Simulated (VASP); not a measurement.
# LiCl (P6_3mc) in VASP: single point with PBEsol

Aim: the single point of LiCl with PBEsol.

Program: VASP 6.6.1. These are calculated values, not measurements. Logs are shortened: lines on timing, memory, paths and dates and some standing lists are left out, and cuts for length are marked.

### Step 1. The cell of the first run

It takes space group P6_3mc (No. 186, hexagonal). The conventional cell has a = 3.925 Å, b = 3.925 Å, c = 6.357 Å, α = 90.00°, β = 90.00°, γ = 120.00°. Within 3.2 Å of Li (site symmetry 3m) lie 4 Cl at 2.40 Å. Cl (site symmetry 3m) has 4 Li at 2.40 Å within 3.2 Å.

### Step 2. Single point, PBEsol

INCAR

```
SYSTEM = LiCl
PREC = Accurate
ENCUT = 520
EDIFF = 1E-6
ISMEAR = 0
SIGMA = 0.01
LREAL = .False.
LASPH = .True.
NELM = 80
ALGO = Normal
ISIF = 2
LWAVE = .False.
LCHARG = .True.
GGA = PS
LELF = .True.
LVHAR = .True.
NBANDS = 18
```

KPOINTS

```
regular mesh
0
Gamma
  5 5 3
  0 0 0
```

POSCAR

```
LiCl
1.0
    3.9248820000      0.0000000000      0.0000000000
   -1.9624410000      3.3990475189      0.0000000000
    0.0000000000      0.0000000000      6.3571610000
Li Cl
2 2
Direct
    0.6666666667      0.3333333333      0.8760170000
    0.3333333333      0.6666666667      0.3760170000
    0.6666666667      0.3333333333      0.4989840000
    0.3333333333      0.6666666667      0.9989840000
```

Potentials or basis: VASP PAW PBE potentials, release 64 (Li_sv, Cl).

On the command line:

```console
$ cat potpaw_PBE.64/Li_sv/POTCAR potpaw_PBE.64/Cl/POTCAR > POTCAR
$ mpirun -np 1 vasp_std > vasp.out
```

OUTCAR:

```text
SYSTEM = LiCl
   PREC = Accurate
   ENCUT = 520
   EDIFF = 1E-6
   ISMEAR = 0
   LREAL = .False.
   LASPH = .True.
   NELM = 80
   ISIF = 2
   GGA = PS

 ion  position               nearest neighbor table
   1  0.667  0.333  0.876-   3 2.40   4 2.40   4 2.40   4 2.40
   2  0.333  0.667  0.376-   4 2.40   3 2.40   3 2.40   3 2.40
   3  0.667  0.333  0.499-   1 2.40   2 2.40   2 2.40   2 2.40
   4  0.333  0.667  0.999-   2 2.40   1 2.40   1 2.40   1 2.40

  LATTYP: Found a hexagonal cell.
 ALAT       =     3.9248820000
 C/A-ratio  =     1.6197075479

  Lattice vectors:

 A1 = (   3.9248820000,   0.0000000000,   0.0000000000)
 A2 = (  -1.9624410000,   3.3990475189,   0.0000000000)
 A3 = (   0.0000000000,   0.0000000000,   6.3571610000)

Analysis of symmetry for initial positions (statically):
=====================================================================
 Subroutine PRICEL returns:
 Original cell was already a primitive cell.

 Routine SETGRP: Setting up the symmetry group for a
 hexagonal supercell.

 Subroutine GETGRP returns: Found 12 space group operations
 (whereof  6 operations were pure point group operations)
 out of a pool of 24 trial point group operations.

The static configuration has the point symmetry C_3v.
 The point group associated with its full space group is C_6v.

Analysis of symmetry for dynamics (positions and initial velocities):
=====================================================================
 Subroutine PRICEL returns:
 Original cell was already a primitive cell.

 Routine SETGRP: Setting up the symmetry group for a
 hexagonal supercell.

 Subroutine GETGRP returns: Found 12 space group operations
 (whereof  6 operations were pure point group operations)
 out of a pool of 24 trial point group operations.

The dynamic configuration has the point symmetry C_3v.
 The point group associated with its full space group is C_6v.

 Subroutine INISYM returns: Found 12 space group operations
 (whereof  6 operations are pure point group operations),
 and found     1 'primitive' translations

----------------------------------------------------------------------------------------

                                     Primitive cell

  volume of cell :      84.8100

  direct lattice vectors                    reciprocal lattice vectors
     3.924882000  0.000000000  0.000000000     0.254784730  0.147100032  0.000000000
    -1.962441000  3.399047519  0.000000000     0.000000000  0.294200065  0.000000000
     0.000000000  0.000000000  6.357161000     0.000000000  0.000000000  0.157302922

  length of vectors
     3.924882000  3.924882000  6.357161000     0.294200065  0.294200065  0.157302922

  position of ions in fractional coordinates (direct lattice)
     0.666666667  0.333333333  0.876017000
     0.333333333  0.666666667  0.376017000
     0.666666667  0.333333333  0.498984000
     0.333333333  0.666666667  0.998984000

  ion indices of the primitive-cell ions
   primitive index   ion index
                 1           1
                 2           2
                 3           3
                 4           4

----------------------------------------------------------------------------------------

 KPOINTS: regular mesh

Automatic generation of k-mesh.
 Grid dimensions read from file:
 generate k-points for:    5    5    3

 Generating k-lattice:

  Cartesian coordinates                     Fractional coordinates (reciprocal lattice)
     0.050956946  0.029420006  0.000000000     0.200000000  0.000000000  0.000000000
     0.000000000  0.058840013  0.000000000     0.000000000  0.200000000  0.000000000
     0.000000000  0.000000000  0.052434307     0.000000000  0.000000000  0.333333333

  Length of vectors
     0.058840013  0.058840013  0.052434307

  Shift w.r.t. Gamma in fractional coordinates (k-lattice)
     0.000000000  0.000000000  0.000000000

 Subroutine IBZKPT returns following result:
 ===========================================

 Found     10 irreducible k-points:

 Following reciprocal coordinates:
            Coordinates               Weight
  0.000000  0.000000  0.000000      1.000000
  0.200000  0.000000  0.000000      6.000000
  0.400000  0.000000  0.000000      6.000000
  0.200000  0.200000  0.000000      6.000000
  0.400000  0.200000  0.000000      6.000000
  0.000000  0.000000  0.333333      2.000000
  0.200000  0.000000  0.333333     12.000000
  0.400000  0.000000  0.333333     12.000000
  0.200000  0.200000  0.333333     12.000000
  0.400000  0.200000  0.333333     12.000000
   k-points           NKPTS =     10   k-points in BZ     NKDIM =     10   number of bands    NBANDS=     18
   number of dos      NEDOS =    301   number of ions     NIONS =      4
   total plane-waves  NPLWV =  43200
   dimension x,y,z NGX =    30 NGY =   30 NGZ =   48
   dimension x,y,z NGXF=    60 NGYF=   60 NGZF=   96
   ions per type =               2   2
   NGX,Y,Z   is equivalent  to a cutoff of  12.71, 12.71, 12.55 a.u.
   NGXF,Y,Z  is equivalent  to a cutoff of  25.41, 25.41, 25.10 a.u.
 SYSTEM =  LiCl
   PREC   = accura    normal or accurate (medium, high low for compatibility)
   ISTART =      0    job   : 0-new  1-cont  2-samecut
   ICHARG =      2    charge: 1-file 2-atom 10-const
   ISPIN  =      1    spin polarized calculation?
   LNONCOLLINEAR =      F non collinear calculations
   LSORBIT =      F    spin-orbit coupling
   LASPH  =      T    aspherical Exc in radial PAW
   ENCUT  =  520.0 eV  38.22 Ry    6.18 a.u.   7.30  7.30 11.82*2*pi/ulx,y,z
   NELM   =     80;   NELMIN=  2; NELMDL= -5     # of ELM steps
   EDIFF  = 0.1E-05   stopping-criterion for ELM
   LREAL  =      F    real-space projection
   EDIFFG = 0.1E-04   stopping-criterion for IOM
   NSW    =      0    number of steps for IOM
   IBRION =     -1    ionic relax: 0-MD 1-quasi-New 2-CG
   NFREE  =      0    steps in history (QN), initial steepest desc. (CG)
   ISIF   =      2    stress and relaxation
   ISYM   =      2    0-nonsym 1-usesym 2-fastsym
   POTIM  = 0.5000    time-step for ionic-motion
   TEBEG  =    0.0;   TEEND  =   0.0 temperature during run
   PSTRESS=    0.0 pullay stress
   NELECT =      20.0000    total number of electrons
   NUPDOWN=      -1.0000    fix difference up-down
   EMIN   =  10.00;   EMAX   =-10.00  energy-range for DOS
   EFERMI =   0.00;   METHOD = LEGACY
   ISMEAR =     0;   SIGMA  =   0.01  broadening in eV -4-tet -1-fermi 0-gaus
   EFERMI_NEDOS =   21; number of points for ismear=-14 and -15
   IALGO  =     38    algorithm
   IMIX   =      4    mixing-type and parameters
     AMIX     =   0.40;   BMIX     =  1.00
     AMIX_MAG =   1.60;   BMIX_MAG =  1.00
  volume/ion in A,a.u.               =      21.20       143.08
  Fermi-wavevector in a.u.,A,eV,Ry     =   1.011430  1.911325 13.918632  1.022991
  Thomas-Fermi vector in A             =   2.144479
   LORBIT       =      0    0 simple, 1 ext, 2 COOP (PROOUT), +10 PAW based schemes
   GGA     = PS    functional components
   LHFCALC =     F    Hartree Fock is set to
   AEXX    =    0.0000 exact exchange contribution
   IVDW    =     0    specifies the selected vdW correction
   LEPSILON=     F    determine dielectric tensor
   LRPA    =     F    only Hartree local field effects (RPA)
 non-spin polarized calculation
 Gauss-broadening in eV      SIGMA  =   0.01
  energy-cutoff  :      520.00
  volume of cell :       84.81
 maximum number of plane-waves:      2316
 NGX is ok and might be reduce to    30
   NGX = 15   NGY = 15   NGZ = 23

 number of electron      19.9999995 magnetization

 Free energy of the ion-electron system (eV)
  ---------------------------------------------------
  ext. energy  EPLUGINS =         0.00000000
  ---------------------------------------------------
  free energy    TOTEN  =       -15.19854455 eV

  energy without entropy =      -15.19854455  energy(sigma->0) =      -15.19854455

 E-fermi :  -1.3225     XC(G=0):  -7.7492

 val. band max:       -1.3831168600   @ k =   0.0000   0.0000   0.0000
 cond. band min:       4.3559421228   @ k =   0.0000   0.0000   0.0000
 fundamental gap:      5.7390589828
 Fermi energy:        -1.3225421651

 k-point     1 :       0.0000    0.0000    0.0000
  band No.  band energies     occupation
      1     -43.6556      2.00000
      2     -43.6541      2.00000
      3     -14.0382      2.00000
      4     -13.7518      2.00000
      5      -3.3825      2.00000
      6      -1.7083      2.00000
[... 10 lines left out ...]
     17       9.4558      0.00000
     18       9.4558      0.00000

 k-point     2 :       0.2000    0.0000    0.0000
  band No.  band energies     occupation
      1     -43.6551      2.00000
      2     -43.6540      2.00000
      3     -13.9569      2.00000
      4     -13.7163      2.00000
      5      -3.1849      2.00000
      6      -2.2445      2.00000
[... 10 lines left out ...]
     17       9.5921      0.00000
     18      10.1556      0.00000

 k-point     3 :       0.4000    0.0000    0.0000
  band No.  band energies     occupation
      1     -43.6543      2.00000
      2     -43.6537      2.00000
      3     -13.8008      2.00000
      4     -13.6761      2.00000
      5      -3.1173      2.00000
      6      -2.6613      2.00000
[... 10 lines left out ...]
     17      10.2934      0.00000
     18      11.1622      0.00000

 k-point     4 :       0.2000    0.2000    0.0000
  band No.  band energies     occupation
      1     -43.6545      2.00000
      2     -43.6538      2.00000
      3     -13.8359      2.00000
      4     -13.6792      2.00000
      5      -2.8785      2.00000
      6      -2.7721      2.00000
[... 10 lines left out ...]
     17      10.0268      0.00000
     18      10.6631      0.00000

 k-point     5 :       0.4000    0.2000    0.0000
  band No.  band energies     occupation
      1     -43.6540      2.00000
      2     -43.6537      2.00000
      3     -13.7351      2.00000
      4     -13.6791      2.00000
      5      -3.1386      2.00000
      6      -2.6281      2.00000
[... 10 lines left out ...]
     17      10.4421      0.00000
     18      11.0776      0.00000

 k-point     6 :       0.0000    0.0000    0.3333
  band No.  band energies     occupation
      1     -43.6553      2.00000
      2     -43.6546      2.00000
      3     -13.9705      2.00000
      4     -13.8275      2.00000
      5      -2.9579      2.00000
      6      -1.9813      2.00000
[... 10 lines left out ...]
     17       9.0238      0.00000
     18       9.0238      0.00000

 k-point     7 :       0.2000    0.0000    0.3333
  band No.  band energies     occupation
      1     -43.6548      2.00000
      2     -43.6542      2.00000
      3     -13.8996      2.00000
      4     -13.7794      2.00000
      5      -2.8913      2.00000
      6      -2.3112      2.00000
[... 10 lines left out ...]
     17       9.7029      0.00000
     18       9.7549      0.00000

 k-point     8 :       0.4000    0.0000    0.3333
  band No.  band energies     occupation
      1     -43.6542      2.00000
      2     -43.6539      2.00000
      3     -13.7705      2.00000
      4     -13.7082      2.00000
      5      -3.1523      2.00000
      6      -2.9280      2.00000
[... 10 lines left out ...]
     17      10.3339      0.00000
     18      10.8459      0.00000

 k-point     9 :       0.2000    0.2000    0.3333
  band No.  band energies     occupation
      1     -43.6543      2.00000
      2     -43.6539      2.00000
      3     -13.7980      2.00000
      4     -13.7197      2.00000
      5      -2.9171      2.00000
      6      -2.8022      2.00000
[... 10 lines left out ...]
     17       9.9795      0.00000
     18      10.3556      0.00000

 k-point    10 :       0.4000    0.2000    0.3333
  band No.  band energies     occupation
      1     -43.6540      2.00000
      2     -43.6538      2.00000
      3     -13.7215      2.00000
      4     -13.6934      2.00000
      5      -3.1013      2.00000
      6      -2.8948      2.00000
[... 10 lines left out ...]
     17      10.5281      0.00000
     18      11.0889      0.00000

------------------------ aborting loop because EDIFF is reached ----------------------------------------

  FORCE on cell =-STRESS in cart. coord.  units (eV):
  Direction    XX          YY          ZZ          XY          YZ          ZX
  --------------------------------------------------------------------------------------
  -------------------------------------------------------------------------------------
  Total       -0.6068385     -0.6068385     -0.7042237      0.0000000     -0.0000000      0.0000000
  in kB      -11.4640136    -11.4640136    -13.3037528      0.0000000     -0.0000000      0.0000000
  external PRESSURE =     -12.0772600 kB  Pullay stress =       0.0000000 kB

 VOLUME and BASIS-vectors are now :
 -----------------------------------------------------------------------------
  energy-cutoff  :      520.00
  volume of cell :       84.81
      direct lattice vectors                 reciprocal lattice vectors
     3.924882000  0.000000000  0.000000000     0.254784730  0.147100032  0.000000000
    -1.962441000  3.399047519  0.000000000     0.000000000  0.294200065  0.000000000
     0.000000000  0.000000000  6.357161000     0.000000000  0.000000000  0.157302922

 POSITION                                       TOTAL-FORCE (eV/Angst)
 -----------------------------------------------------------------------------------
      1.96244      1.13302      5.56898         0.000000     -0.000000      0.017357
     -0.00000      2.26603      2.39040        -0.000000      0.000000      0.017357
      1.96244      1.13302      3.17212         0.000000     -0.000000     -0.017357
     -0.00000      2.26603      6.35070        -0.000000      0.000000     -0.017357
 -----------------------------------------------------------------------------------
    total drift:                                0.000001      0.000001      0.000169

  FREE ENERGIE OF THE ION-ELECTRON SYSTEM (eV)
  ---------------------------------------------------
  free  energy   TOTEN  =       -15.1985445476 eV

  energy  without entropy=      -15.1985445476  energy(sigma->0) =      -15.19854455
```

It took 22 s on 1 thread of Intel Xeon Platinum 8175M at 2.50GHz (Skylake/Cascade Lake), shared host; peak memory 0.19 GiB.

Results:

```
Free energy            : -15.1985 eV
Largest force          : 0.017 eV/Å
Band gap on the k mesh : 5.74 eV, direct
```

Forces in eV/Å, atoms in the order of the input:
```
Li   0.000  0.000  0.017
Li   0.000  0.000  0.017
Cl   0.000  0.000 -0.017
Cl   0.000  0.000 -0.017
```

Levels at points of the mesh, in eV from the valence-band top:
```csv
k point,band 8,band 9,band 10,band 11,band 12,band 13
"(0.00, 0.00, 0.00)",-0.02,-0.02,0.00,5.74,8.03,9.92
```

Caveat: the cutoff is under 1.25 times the usual one of these potentials, so pressure, stress and relaxed cells hold a basis-set (Pulay) error; the PAW data sets were made with another functional, which shifts forces and pressure a little.
